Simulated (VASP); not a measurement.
ScAl3: single point with PBEsol

ScAl3:

```
Sc Al
1.0
     4.04317    0.00000    0.00000
     0.00000    4.04317    0.00000
     0.00000    0.00000    4.04317
Sc Al
1 3
Direct
  0.00000 0.00000 0.00000
  0.50000 0.50000 0.00000
  0.00000 0.50000 0.50000
  0.50000 0.00000 0.50000
```

```
Program                : VASP 6.6.1
Task                   : single point
Functional             : PBEsol
Potentials or basis    : VASP PAW PBE potentials, release 64 (Sc_sv, Al)
Cutoff                 : 520 eV
k mesh                 : 7 × 7 × 7
Occupations            : fermi-dirac, width 0.05 eV
Spin                   : no spin polarisation
Dipole correction      : no
Further INCAR settings : ALGO = Normal; EDIFF = 1e-06; NBANDS = 18
```

- Pressure: 2.1 GPa
- Band gap on the k mesh: zero (band 10 reaches 8.50 eV, above the bottom of band 11 at 4.79 eV)

Levels at points of the mesh, in eV from the Fermi level:
```
           k point  band 8  band 9  band 10  band 11  band 12  band 13
(0.00, 0.00, 0.00)   -1.71   -1.71    -1.71     1.33     1.41     1.41
```

It took 23 s on 1 thread of Intel Xeon 6975P-C, with other jobs on the host, peak memory 0.17 GiB.

Caveat: the PAW data sets were made with another functional, which shifts forces and pressure a little.
